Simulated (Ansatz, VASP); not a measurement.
# HgH3 in VASP and in Ansatz

```
Hg H
1.0
     5.08304    0.00000    0.00000
    -2.54152    4.40204    0.00000
     0.00000    0.00000    3.68414
Hg H
1 3
Direct
  0.00000 0.00000 0.00000
  0.00000 0.00000 0.50000
  0.66667 0.33333 0.39782
  0.66667 0.33333 0.60218
```

Change from the starting cell: species swapped into the Tb3Pr type (P-6m2, No. 187).

Alike in both runs: functional PBE; k mesh 6 × 6 × 2; occupations gaussian, width 0.1 eV; no spin polarisation.

Ansatz relaxed the structure, and its values are those at the end. VASP's run is a single point on that final structure, the one shown.

|  | VASP | Ansatz |
| --- | --- | --- |
| version | VASP 6.6.1 | Ansatz 0.2.0 |
| potentials or method | VASP PAW PBE potentials, release 64 (Hg_sv_GW, H), cutoff 550 eV | scalar-relativistic, plane waves, PAW |
| valence electrons in the cell | 23 | 23 |

|  | VASP | Ansatz | Ansatz less VASP |
| --- | --- | --- | --- |
| gap on the k mesh at the Fermi level (eV) | none | none | - |
| pressure (GPa) | 0.1 | 0.3 | +0.17 |
| rms of the force components (eV/Å) | 0.011 | 0.005 | -0.0061 |

A gap of «none» marks a metal or a gap that the smearing closes. The functional is the same, so the differences come from potentials, cutoffs and numerics.

The k mesh is coarse, so the values compare programs but aren't converged. Neither program's run includes spin-orbit coupling.
